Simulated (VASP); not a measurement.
The system is PbO (Litharge).

```
Pb O
1.0
     3.93607    0.00000    0.00000
     0.00000    3.93607    0.00000
     0.00000    0.00000    4.94229
Pb O
2 2
Direct
  0.50000 0.00000 0.76000
  0.00000 0.50000 0.24000
  0.50000 0.50000 0.00000
  0.00000 0.00000 0.00000
```

This cell differs from its parent crystal: volume scaled by 0.96.

Base run:

- Program: VASP 6.6.1
- Functional: PBEsol
- Potentials or basis: VASP PAW PBE potentials, release 64 (Pb_d, O)
- Cutoff: 520 eV
- k mesh: 7 × 7 × 6
- Occupations: fermi-dirac, width 0.05 eV
- Spin: no spin polarisation

Its results: band gap on the k mesh 1.30 eV, indirect (least direct gap 2.34 eV); pressure 2.8 GPa; largest force 0.266 eV/Å.

Q: The run is repeated on the same cell with these changes: functional from PBEsol to PBE. What comes out?

A: Band gap on the k mesh 1.35 eV, indirect (least direct gap 2.43 eV); pressure 7.0 GPa; largest force 0.596 eV/Å.

PBE binds less tightly than PBEsol, so the same cell stands under more pressure.

Caveats: spin-orbit coupling is left out, which moves the levels of the heavy elements; the PAW data sets were made with another functional, which shifts forces and pressure a little (some runs).

A k mesh can miss the band edges.
